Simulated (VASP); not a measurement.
# Mg2CdS3 (C2/m) in VASP: relaxation of cell and atoms with r2SCAN+rVV10

Aim: the relaxation of cell and atoms of Mg2CdS3 with r2SCAN+rVV10.

All numbers are computed with VASP 6.6.1; they aren't measurements. Logs are shortened: lines on timing, memory, paths and dates and some standing lists are left out, and cuts for length are marked.

## 1. The cell of the first run

The typed cell holds 6 atoms: a = 6.448 Å, b = 6.448 Å, c = 3.726 Å, α = 106.79°, β = 106.79°, γ = 48.18°.

## 2. Relaxation of cell and atoms, r2SCAN+rVV10

Contents of POSCAR:

```
Mg2CdS3
1.0
    5.8242187047     -2.6319159524     -0.8554463554
    5.8242187047      2.6319159524     -0.8554463554
   -0.6527130854      0.0000000000      3.6687788022
Mg Cd S
2 1 3
Direct
    0.6658213525      0.6658213525      0.6659291031
    0.3341786475      0.3341786475      0.3340708969
    0.0000000000      0.0000000000      0.0000000000
    0.8268766403      0.8268766403      0.3266797149
    0.5000000000      0.5000000000      0.0000000000
    0.1731233597      0.1731233597      0.6733202851
```

Contents of INCAR.step1:

```
SYSTEM = Mg2CdS3
PREC     = Accurate       ! precision mode
ENCUT    = 600            ! plane-wave cutoff, eV
ISMEAR   = -1             ! smearing method
SIGMA    = 0.03           ! smearing width, eV
LREAL    = .False.        ! projectors in reciprocal space
LASPH    = .True.         ! aspherical terms in the spheres
NELM     = 80             ! most SCF steps
GGA      = PE             ! functional
ALGO     = Normal         ! electronic algorithm
EDIFF    = 1E-4           ! SCF threshold, eV
LWAVE    = .True.         ! write WAVECAR
LCHARG   = .False.        ! write CHGCAR
```

Contents of INCAR.step2:

```
SYSTEM = Mg2CdS3
PREC     = Accurate       ! precision mode
ENCUT    = 600            ! plane-wave cutoff, eV
EDIFF    = 1E-7           ! SCF threshold, eV
ISMEAR   = -1             ! smearing method
SIGMA    = 0.03           ! smearing width, eV
LREAL    = .False.        ! projectors in reciprocal space
LASPH    = .True.         ! aspherical terms in the spheres
NELM     = 80             ! most SCF steps
ALGO     = Normal         ! electronic algorithm
ISIF     = 3              ! what is computed and relaxed
LWAVE    = .False.        ! write WAVECAR
LCHARG   = .False.        ! write CHGCAR
METAGGA  = R2SCAN         ! meta-GGA
LMIXTAU  = .True.       
LUSE_VDW = .True.       
IVDW_NL  = 2            
BPARAM   = 11.95        
CPARAM   = 0.0093       
IBRION   = 2              ! ionic algorithm
NSW      = 100            ! ionic steps
EDIFFG   = -0.01          ! ionic threshold
ISTART   = 1
```

Contents of KPOINTS:

```
Automatic mesh
0
Gamma
  6 6 6
  0 0 0
```

Potentials or basis: VASP PAW PBE potentials, release 64 (Mg, Cd, S).

Started as:

```console
$ cat potpaw_PBE.64/Mg/POTCAR potpaw_PBE.64/Cd/POTCAR potpaw_PBE.64/S/POTCAR > POTCAR
$ cp INCAR.step1 INCAR
$ mpirun -np 1 vasp_std > vasp.out
$ cp INCAR.step2 INCAR
$ mpirun -np 1 vasp_std > vasp.out
```

OUTCAR:

```text
SYSTEM = Mg2CdS3
   PREC = Accurate
   ENCUT = 600
   EDIFF = 1E-7
   ISMEAR = -1
   LREAL = .False.
   LASPH = .True.
   NELM = 80
   ISIF = 3
   METAGGA = R2SCAN
   IVDW_NL = 2
   BPARAM = 11.95
   IBRION = 2
   NSW = 100
   EDIFFG = -0.01
   ISTART = 1

 ion  position               nearest neighbor table
   1  0.666  0.666  0.666-   4 2.59   4 2.59   5 2.63   5 2.63   6 2.63   6 2.63   3 3.72   3 3.72
                             3 3.72   3 3.72
   2  0.334  0.334  0.334-   6 2.59   6 2.59   5 2.63   5 2.63   4 2.63   4 2.63   3 3.72   3 3.72
                             3 3.72   3 3.72
   3  0.000  0.000  0.000-   5 2.63   5 2.63   4 2.68   6 2.68   6 2.69   4 2.69   2 3.72   1 3.72
                             2 3.72   1 3.72   2 3.72   1 3.72   1 3.72   2 3.72
   4  0.827  0.827  0.327-   1 2.59   1 2.59   2 2.63   2 2.63   3 2.68   3 2.69
   5  0.500  0.500  0.000-   1 2.63   2 2.63   1 2.63   2 2.63   3 2.63   3 2.63
   6  0.173  0.173  0.673-   2 2.59   2 2.59   1 2.63   1 2.63   3 2.68   3 2.69

  LATTYP: Found a base centered monoclinic cell.
 ALAT       =    11.7734127571
 B/A-ratio  =     0.4470948240
 C/A-ratio  =     0.3165087909
 COS(beta)  =    -0.3163720796

  Lattice vectors:

 A1 = (   5.8242187047,  -2.6319159524,  -0.8554463554)
 A2 = (   5.8242187047,   2.6319159524,  -0.8554463554)
 A3 = (  -0.6527130854,   0.0000000000,   3.6687788022)

Analysis of symmetry for initial positions (statically):
=====================================================================
 Subroutine PRICEL returns:
 Original cell was already a primitive cell.

 Routine SETGRP: Setting up the symmetry group for a
 base centered monoclinic supercell.

 Subroutine GETGRP returns: Found  4 space group operations
 (whereof  4 operations were pure point group operations)
 out of a pool of  4 trial point group operations.

The static configuration has the point symmetry C_2h.

Analysis of symmetry for dynamics (positions and initial velocities):
=====================================================================
 Subroutine PRICEL returns:
 Original cell was already a primitive cell.

 Routine SETGRP: Setting up the symmetry group for a
 base centered monoclinic supercell.

 Subroutine GETGRP returns: Found  4 space group operations
 (whereof  4 operations were pure point group operations)
 out of a pool of  4 trial point group operations.

The dynamic configuration has the point symmetry C_2h.

 Subroutine INISYM returns: Found  4 space group operations
 (whereof  4 operations are pure point group operations),
 and found     1 'primitive' translations

----------------------------------------------------------------------------------------

                                     Primitive cell

  volume of cell :     109.5372

  direct lattice vectors                    reciprocal lattice vectors
     5.824218705 -2.631915952 -0.855446355     0.088151922 -0.189975671  0.015683124
     5.824218705  2.631915952 -0.855446355     0.088151922  0.189975671  0.015683124
    -0.652713085  0.000000000  3.668778802     0.041108633  0.000000000  0.279883906

  length of vectors
     6.448278341  6.448278341  3.726388637     0.210017803  0.210017803  0.282886763

  position of ions in fractional coordinates (direct lattice)
     0.665821352  0.665821352  0.665929103
     0.334178648  0.334178648  0.334070897
     0.000000000  0.000000000  0.000000000
     0.826876640  0.826876640  0.326679715
     0.500000000  0.500000000  0.000000000
     0.173123360  0.173123360  0.673320285

  ion indices of the primitive-cell ions
   primitive index   ion index
                 1           1
                 2           2
                 3           3
                 4           4
                 5           5
                 6           6

----------------------------------------------------------------------------------------

 KPOINTS: Automatic mesh

Automatic generation of k-mesh.
 Grid dimensions read from file:
 generate k-points for:    6    6    6

 Generating k-lattice:

  Cartesian coordinates                     Fractional coordinates (reciprocal lattice)
     0.014691987 -0.031662612  0.002613854     0.166666667  0.000000000  0.000000000
     0.014691987  0.031662612  0.002613854     0.000000000  0.166666667  0.000000000
     0.006851439  0.000000000  0.046647318     0.000000000  0.000000000  0.166666667

  Length of vectors
     0.035002967  0.035002967  0.047147794

  Shift w.r.t. Gamma in fractional coordinates (k-lattice)
     0.000000000  0.000000000  0.000000000

 Subroutine IBZKPT returns following result:
 ===========================================

 Found     68 irreducible k-points:

 Following reciprocal coordinates:
            Coordinates               Weight
  0.000000  0.000000  0.000000      1.000000
  0.166667  0.000000 -0.000000      4.000000
  0.333333  0.000000  0.000000      4.000000
  0.500000  0.000000  0.000000      2.000000
  0.166667  0.166667 -0.000000      2.000000
  0.333333  0.166667  0.000000      4.000000
[... 16 lines left out ...]
 -0.333333  0.166667  0.166667      4.000000
 -0.166667  0.166667  0.166667      4.000000
 [... further k-points ...]
   k-points           NKPTS =     68   k-points in BZ     NKDIM =     68   number of bands    NBANDS=     21
   number of dos      NEDOS =    301   number of ions     NIONS =      6
   total plane-waves  NPLWV =  87480
   dimension x,y,z NGX =    54 NGY =   54 NGZ =   30
   dimension x,y,z NGXF=   108 NGYF=  108 NGZF=   60
   ions per type =               2   1   3
   NGX,Y,Z   is equivalent  to a cutoff of  13.92, 13.92, 13.38 a.u.
   NGXF,Y,Z  is equivalent  to a cutoff of  27.84, 27.84, 26.77 a.u.
 SYSTEM =  Mg2CdS3
   PREC   = accura    normal or accurate (medium, high low for compatibility)
   ISTART =      1    job   : 0-new  1-cont  2-samecut
   ICHARG =      0    charge: 1-file 2-atom 10-const
   ISPIN  =      1    spin polarized calculation?
   LNONCOLLINEAR =      F non collinear calculations
   LSORBIT =      F    spin-orbit coupling
   LASPH  =      T    aspherical Exc in radial PAW
   ENCUT  =  600.0 eV  44.10 Ry    6.64 a.u.  12.88 12.88  7.44*2*pi/ulx,y,z
   NELM   =     80;   NELMIN=  2; NELMDL=  0     # of ELM steps
   EDIFF  = 0.1E-06   stopping-criterion for ELM
   LREAL  =      F    real-space projection
   EDIFFG = -.1E-01   stopping-criterion for IOM
   NSW    =    100    number of steps for IOM
   IBRION =      2    ionic relax: 0-MD 1-quasi-New 2-CG
   NFREE  =      1    steps in history (QN), initial steepest desc. (CG)
   ISIF   =      3    stress and relaxation
   ISYM   =      2    0-nonsym 1-usesym 2-fastsym
   POTIM  = 0.5000    time-step for ionic-motion
   TEBEG  =    0.0;   TEEND  =   0.0 temperature during run
   PSTRESS=    0.0 pullay stress
   NELECT =      34.0000    total number of electrons
   NUPDOWN=      -1.0000    fix difference up-down
   EMIN   =  10.00;   EMAX   =-10.00  energy-range for DOS
   EFERMI =   0.00;   METHOD = LEGACY
   ISMEAR =    -1;   SIGMA  =   0.03  broadening in eV -4-tet -1-fermi 0-gaus
   EFERMI_NEDOS =   21; number of points for ismear=-14 and -15
   IALGO  =     38    algorithm
   IMIX   =      4    mixing-type and parameters
     AMIX     =   0.40;   BMIX     =  1.00
     AMIX_MAG =   1.60;   BMIX_MAG =  1.00
  volume/ion in A,a.u.               =      18.26       123.20
  Fermi-wavevector in a.u.,A,eV,Ry     =   1.108444  2.094656 16.716782  1.228649
  Thomas-Fermi vector in A             =   2.244972
   LORBIT       =      0    0 simple, 1 ext, 2 COOP (PROOUT), +10 PAW based schemes
   METAGGA = R2SCAN    functional components
   LHFCALC =     F    Hartree Fock is set to
   AEXX    =    0.0000 exact exchange contribution
   IVDW_NL    =     2    kernel type
   BPARAM     =11.9500
   IVDW    =     0    specifies the selected vdW correction
   LEPSILON=     F    determine dielectric tensor
   LRPA    =     F    only Hartree local field effects (RPA)
 conjugate gradient relaxation of ions
 non-spin polarized calculation
  energy-cutoff  :      600.00
  volume of cell :      109.54
 maximum number of plane-waves:      3684
 NGX is ok and might be reduce to    54
   NGX = 25   NGY = 25   NGZ = 15

--------------------------------------- Ionic step        1  -------------------------------------------

 number of electron      34.0000002 magnetization

 Free energy of the ion-electron system (eV)
  ---------------------------------------------------
  ext. energy  EPLUGINS =         0.00000000
  ---------------------------------------------------
  free energy    TOTEN  =       -59.46153177 eV

  energy without entropy =      -59.46153177  energy(sigma->0) =      -59.46153177

 E-fermi :   4.0957     XC(G=0): -10.5199

 val. band max:        3.5355939376   @ k =   0.5000   0.5000   0.0000
 cond. band min:       5.5794085866   @ k =   0.5000   0.5000   0.5000
 fundamental gap:      2.0438146489
 Fermi energy:         4.0957081511

 k-point     1 :       0.0000    0.0000    0.0000
  band No.  band energies     occupation
      1      -9.9836      2.00000
      2      -8.7124      2.00000
      3      -8.2903      2.00000
      4      -4.4154      2.00000
      5      -4.4111      2.00000
      6      -4.2691      2.00000
[... 13 lines left out ...]
     20       8.0248      0.00000
     21      11.3054      0.00000
[... 694 lines left out ...]
 POSITION                                       TOTAL-FORCE (eV/Angst)
 -----------------------------------------------------------------------------------
      7.35372      0.00000      1.30937         0.013111      0.000000      0.001905
      3.68690      0.00000      0.65600        -0.013111      0.000000     -0.001905
     -0.65414      0.00000      3.67583        -0.000000      0.000000      0.000000
      9.44516      0.00000     -0.21519        -0.044477      0.000000     -0.005462
      5.19324      0.00000      2.82059        -0.000000     -0.000000      0.000000
      1.59545      0.00000      2.18055         0.044477      0.000000      0.005462
 -----------------------------------------------------------------------------------
    total drift:                                0.000000     -0.000000     -0.000000

  FREE ENERGIE OF THE ION-ELECTRON SYSTEM (eV)
  ---------------------------------------------------
  free  energy   TOTEN  =       -59.4663678046 eV

  energy  without entropy=      -59.4663678045  energy(sigma->0) =      -59.46636780

--------------------------------------- Ionic step        5  -------------------------------------------

 number of electron      34.0000003 magnetization

 Free energy of the ion-electron system (eV)
  ---------------------------------------------------
  ext. energy  EPLUGINS =         0.00000000
  ---------------------------------------------------
  free energy    TOTEN  =       -59.46664883 eV

  energy without entropy =      -59.46664883  energy(sigma->0) =      -59.46664883

 E-fermi :   4.0075     XC(G=0): -10.4797

 val. band max:        3.4429753795   @ k =   0.5000   0.5000   0.0000
 cond. band min:       5.4536998019   @ k =   0.5000   0.5000   0.5000
 fundamental gap:      2.0107244224
 Fermi energy:         4.0075424996

 k-point     1 :       0.0000    0.0000    0.0000
  band No.  band energies     occupation
      1     -10.0089      2.00000
      2      -8.7649      2.00000
      3      -8.3387      2.00000
      4      -4.4926      2.00000
      5      -4.4781      2.00000
      6      -4.3527      2.00000
[... 13 lines left out ...]
     20       7.9537      0.00000
     21      11.1851      0.00000
[... 574 lines left out ...]
 POSITION                                       TOTAL-FORCE (eV/Angst)
 -----------------------------------------------------------------------------------
      7.35498      0.00000      1.30943         0.001890      0.000000      0.000192
      3.68570      0.00000      0.65576        -0.001890      0.000000     -0.000192
      0.00000      0.00000     -0.00000         0.000000      0.000000      0.000000
      9.44056      0.00000     -0.21437        -0.006081      0.000000      0.000672
      5.84715      0.00000     -0.85373         0.000000      0.000000      0.000000
      1.60011      0.00000      2.17956         0.006081      0.000000     -0.000672
 -----------------------------------------------------------------------------------
    total drift:                                0.000000      0.000000     -0.000000

  FREE ENERGIE OF THE ION-ELECTRON SYSTEM (eV)
  ---------------------------------------------------
  free  energy   TOTEN  =       -59.4666488285 eV

  energy  without entropy=      -59.4666488284  energy(sigma->0) =      -59.46664883

 reached required accuracy - stopping structural energy minimisation
```

Wall time 85 min (1 thread of Oxide Virtual Turin-like, shared host); peak memory 0.74 GiB.

Results:

```yaml
Free_energy: -59.4666 eV
Relaxed_volume: 18.41 Å³/atom
Relaxed_cell: a = 6.472 Å, b = 6.472 Å, c = 3.730 Å, α = 106.75°, β = 106.75°, γ = 48.16°
Space_group_after_relaxing_to_0.1_Å: Immm (No. 71)
Energy_gained_by_relaxing: 0.9 meV/atom
Ionic_steps: 5
Pressure_after_relaxing: 0.0 GPa
Largest_force_after_relaxing: 0.006 eV/Å
Band_gap_on_the_k_mesh: 2.01 eV (least direct gap 2.12 eV)
```

Forces on the atoms (eV/Å):
```
Mg   0.002  0.000  0.000
Mg  -0.002  0.000  0.000
Cd   0.000  0.000  0.000
S   -0.006  0.000  0.001
S    0.000  0.000  0.000
S    0.006  0.000 -0.001
```

Step by step:
```tsv
step	energy change (eV)	largest force (eV/Å)	pressure (GPa)	volume (Å³)
1	0.0000	0.1591	0.78	109.54
2	-0.0039	0.0738	-0.34	110.96
3	-0.0040	0.0870	-0.16	110.73
4	-0.0048	0.0448	-0.08	110.60
5	-0.0051	0.0061	0.00	110.48
```

Final structure:
```
Mg Cd S
1.0
     5.84715   -2.64093   -0.85373
     5.84715    2.64093   -0.85373
    -0.65363    0.00000    3.67265
Mg Cd S
2 1 3
Direct
  0.66618 0.66618 0.66625
  0.33382 0.33382 0.33375
  0.00000 0.00000 0.00000
  0.82547 0.82547 0.32540
  0.50000 0.50000 0.00000
  0.17453 0.17453 0.67460
```

Caveat: the PAW data sets were made with another functional, which shifts forces and pressure a little. A k mesh can miss the band edges.
